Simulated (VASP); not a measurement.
# Nb2BS (P6_3/mmc) in VASP: single point with PBEsol

Aim: the single point of Nb2BS with PBEsol.

Everything below comes from runs of VASP 6.6.1. Logs are shortened: lines on timing, memory, paths and dates and some standing lists are left out, and cuts for length are marked.

**1. The cell of the first run**

It takes space group P6_3/mmc (No. 194, hexagonal). The conventional cell has a = 3.373 Å, b = 3.373 Å, c = 11.698 Å, α = 90.00°, β = 90.00°, γ = 120.00°. Within 3.0 Å of Nb (site symmetry 3m) lie 3 B at 2.27 Å and 3 S at 2.62 Å. Within 3.0 Å of B (site symmetry -3m) lie 6 Nb at 2.27 Å. S (site symmetry -6m2) has 6 Nb at 2.62 Å and 6 S at 3.37 Å within 3.5 Å.

**2. Single point, PBEsol**

Contents of INCAR:

```
PREC = Accurate ; ENCUT = 520
EDIFF = 1E-6 ; ISMEAR = 0
SIGMA = 0.05 ; LREAL = F
LASPH = T ; NELM = 60
ALGO = Normal ; ISIF = 2
LWAVE = F ; LCHARG = T
GGA = PS ; LELF = T
LVHAR = T ; NBANDS = 45
```

Contents of KPOINTS:

```
regular mesh
0
Gamma
  9 9 2
```

Contents of POSCAR:

```
Nb2BS
1.0
    3.3730089166      0.0000000000      0.0000000000
   -1.6865044583      2.9211114090      0.0000000000
    0.0000000000      0.0000000000     11.6977960000
Nb B S
4 2 2
Direct
    0.3333333300      0.6666666700      0.1002160000
    0.6666666700      0.3333333300      0.6002160000
    0.6666666700      0.3333333300      0.8997840000
    0.3333333300      0.6666666700      0.3997840000
    0.0000000000      0.0000000000      0.0000000000
    0.0000000000      0.0000000000      0.5000000000
    0.3333333300      0.6666666700      0.7500000000
    0.6666666700      0.3333333300      0.2500000000
```

Potentials or basis: VASP PAW PBE potentials, release 64 (Nb_sv, B, S).

Run with:

```sh
$ cat potpaw_PBE.64/Nb_sv/POTCAR potpaw_PBE.64/B/POTCAR potpaw_PBE.64/S/POTCAR > POTCAR
$ mpirun -np 1 vasp_std > vasp.out
```

OUTCAR:

```text
PREC = Accurate
   ENCUT = 520
   EDIFF = 1E-6
   ISMEAR = 0
   LREAL = F
   LASPH = T
   NELM = 60
   ISIF = 2
   GGA = PS

 ion  position               nearest neighbor table
   1  0.333  0.667  0.100-   5 2.27   5 2.27   5 2.27   8 2.62   8 2.62   8 2.62   3 3.05   3 3.05
                             3 3.05
   2  0.667  0.333  0.600-   6 2.27   6 2.27   6 2.27   7 2.62   7 2.62   7 2.62   4 3.05   4 3.05
                             4 3.05
   3  0.667  0.333  0.900-   5 2.27   5 2.27   5 2.27   7 2.62   7 2.62   7 2.62   1 3.05   1 3.05
                             1 3.05
   4  0.333  0.667  0.400-   6 2.27   6 2.27   6 2.27   8 2.62   8 2.62   8 2.62   2 3.05   2 3.05
                             2 3.05
   5  0.000  0.000  0.000-   1 2.27   3 2.27   3 2.27   1 2.27   3 2.27   1 2.27
   6  0.000  0.000  0.500-   2 2.27   4 2.27   2 2.27   4 2.27   2 2.27   4 2.27
   7  0.333  0.667  0.750-   2 2.62   3 2.62   2 2.62   3 2.62   2 2.62   3 2.62
   8  0.667  0.333  0.250-   1 2.62   4 2.62   1 2.62   4 2.62   1 2.62   4 2.62

  LATTYP: Found a hexagonal cell.
 ALAT       =     3.3730089166
 C/A-ratio  =     3.4680596136

  Lattice vectors:

 A1 = (   3.3730089166,   0.0000000000,   0.0000000000)
 A2 = (  -1.6865044583,   2.9211114090,   0.0000000000)
 A3 = (   0.0000000000,   0.0000000000,  11.6977960000)

Analysis of symmetry for initial positions (statically):
=====================================================================
 Subroutine PRICEL returns:
 Original cell was already a primitive cell.

 Routine SETGRP: Setting up the symmetry group for a
 hexagonal supercell.

 Subroutine GETGRP returns: Found 24 space group operations
 (whereof 12 operations were pure point group operations)
 out of a pool of 24 trial point group operations.

The static configuration has the point symmetry D_3d.
 The point group associated with its full space group is D_6h.

Analysis of symmetry for dynamics (positions and initial velocities):
=====================================================================
 Subroutine PRICEL returns:
 Original cell was already a primitive cell.

 Routine SETGRP: Setting up the symmetry group for a
 hexagonal supercell.

 Subroutine GETGRP returns: Found 24 space group operations
 (whereof 12 operations were pure point group operations)
 out of a pool of 24 trial point group operations.

The dynamic configuration has the point symmetry D_3d.
 The point group associated with its full space group is D_6h.

 Subroutine INISYM returns: Found 24 space group operations
 (whereof 12 operations are pure point group operations),
 and found     1 'primitive' translations
[... 113 lines left out ...]
   ISYM   =      2    0-nonsym 1-usesym 2-fastsym
   POTIM  = 0.5000    time-step for ionic-motion
   TEBEG  =    0.0;   TEEND  =   0.0 temperature during run
   PSTRESS=    0.0 pullay stress
   NELECT =      70.0000    total number of electrons
   NUPDOWN=      -1.0000    fix difference up-down
   EMIN   =  10.00;   EMAX   =-10.00  energy-range for DOS
   EFERMI =   0.00;   METHOD = LEGACY
   ISMEAR =     0;   SIGMA  =   0.05  broadening in eV -4-tet -1-fermi 0-gaus
   EFERMI_NEDOS =   21; number of points for ismear=-14 and -15
   IALGO  =     38    algorithm
   IMIX   =      4    mixing-type and parameters
     AMIX     =   0.40;   BMIX     =  1.00
     AMIX_MAG =   1.60;   BMIX_MAG =  1.00
  volume/ion in A,a.u.               =      14.41        97.22
  Fermi-wavevector in a.u.,A,eV,Ry     =   1.386386  2.619890 26.151313  1.922067
  Thomas-Fermi vector in A             =   2.510707
   LORBIT       =      0    0 simple, 1 ext, 2 COOP (PROOUT), +10 PAW based schemes
   GGA     = PS    functional components
   LHFCALC =     F    Hartree Fock is set to
   AEXX    =    0.0000 exact exchange contribution
   IVDW    =     0    specifies the selected vdW correction
   LEPSILON=     F    determine dielectric tensor
   LRPA    =     F    only Hartree local field effects (RPA)
 non-spin polarized calculation
 Gauss-broadening in eV      SIGMA  =   0.05
  energy-cutoff  :      520.00
  volume of cell :      115.26
 maximum number of plane-waves:      3128
 NGX is ok and might be reduce to    28
   NGX = 13   NGY = 13   NGZ = 43

 number of electron      70.0000000 magnetization

 Free energy of the ion-electron system (eV)
  ---------------------------------------------------
  ext. energy  EPLUGINS =         0.00000000
  ---------------------------------------------------
  free energy    TOTEN  =       -74.30371182 eV

  energy without entropy =      -74.29706306  energy(sigma->0) =      -74.30038744

 E-fermi :  10.7991     XC(G=0): -12.2360

 val. band max:       10.7169804671   @ k =   0.2222   0.1111   0.5000
 cond. band min:      10.8027898755   @ k =   0.3333   0.3333   0.0000
 fundamental gap:      0.0858094085
 Fermi energy:        10.7990765457

 k-point     1 :       0.0000    0.0000    0.0000
  band No.  band energies     occupation
      1     -44.6218      2.00000
      2     -44.6165      2.00000
      3     -44.5440      2.00000
      4     -44.5387      2.00000
      5     -21.0821      2.00000
      6     -20.9847      2.00000
[... 1141 lines left out ...]
     44      13.2579      0.00000
     45      14.6973      0.00000

------------------------ aborting loop because EDIFF is reached ----------------------------------------

  FORCE on cell =-STRESS in cart. coord.  units (eV):
  Direction    XX          YY          ZZ          XY          YZ          ZX
  --------------------------------------------------------------------------------------
  -------------------------------------------------------------------------------------
  Total       -5.2270069     -5.2270069     -6.3580062      0.0000000     -0.0000000      0.0000000
  in kB      -72.6597675    -72.6597675    -88.3816035      0.0000000     -0.0000000      0.0000000
  external PRESSURE =     -77.9003795 kB  Pullay stress =       0.0000000 kB

 VOLUME and BASIS-vectors are now :
 -----------------------------------------------------------------------------
  energy-cutoff  :      520.00
  volume of cell :      115.26
      direct lattice vectors                 reciprocal lattice vectors
     3.373008917  0.000000000  0.000000000     0.296471200  0.171167727  0.000000000
    -1.686504458  2.921111409  0.000000000     0.000000000  0.342335454  0.000000000
     0.000000000  0.000000000 11.697796000     0.000000000  0.000000000  0.085486189

 POSITION                                       TOTAL-FORCE (eV/Angst)
 -----------------------------------------------------------------------------------
     -0.00000      1.94741      1.17231        -0.000000      0.000000      0.092300
      1.68650      0.97370      7.02120         0.000000      0.000000      0.092300
      1.68650      0.97370     10.52549         0.000000      0.000000     -0.092300
     -0.00000      1.94741      4.67659        -0.000000     -0.000000     -0.092300
      0.00000      0.00000      0.00000         0.000000      0.000000     -0.000000
      0.00000      0.00000      5.84890         0.000000      0.000000     -0.000000
     -0.00000      1.94741      8.77335         0.000000     -0.000000     -0.000000
      1.68650      0.97370      2.92445         0.000000      0.000000      0.000000
 -----------------------------------------------------------------------------------
    total drift:                               -0.000000      0.000000      0.000000

  FREE ENERGIE OF THE ION-ELECTRON SYSTEM (eV)
  ---------------------------------------------------
  free  energy   TOTEN  =       -74.3037118153 eV

  energy  without entropy=      -74.2970630555  energy(sigma->0) =      -74.30038744
```

Run time: 2.2 min. Hardware: 1 thread of Intel Xeon Platinum 8488C (Sapphire Rapids), shared host; peak memory 0.31 GiB.

Results:

| Quantity | Value |
| --- | --- |
| Free energy | -74.3037 eV |
| Pressure | -7.8 GPa |
| Largest force | 0.092 eV/Å |
| Band gap on the k mesh | zero (band 35 reaches 12.23 eV, above the bottom of band 36 at 9.80 eV) |

Forces on the atoms (eV/Å):
```
Nb   0.000  0.000  0.092
Nb   0.000  0.000  0.092
Nb   0.000  0.000 -0.092
Nb   0.000  0.000 -0.092
B    0.000  0.000  0.000
B    0.000  0.000  0.000
S    0.000  0.000  0.000
S    0.000  0.000  0.000
```

Stress tensor (GPa, compression positive):
```
-7.27  0.00  0.00
 0.00 -7.27  0.00
 0.00  0.00 -8.84
```

Caveat: the PAW data sets were made with another functional, which shifts forces and pressure a little.
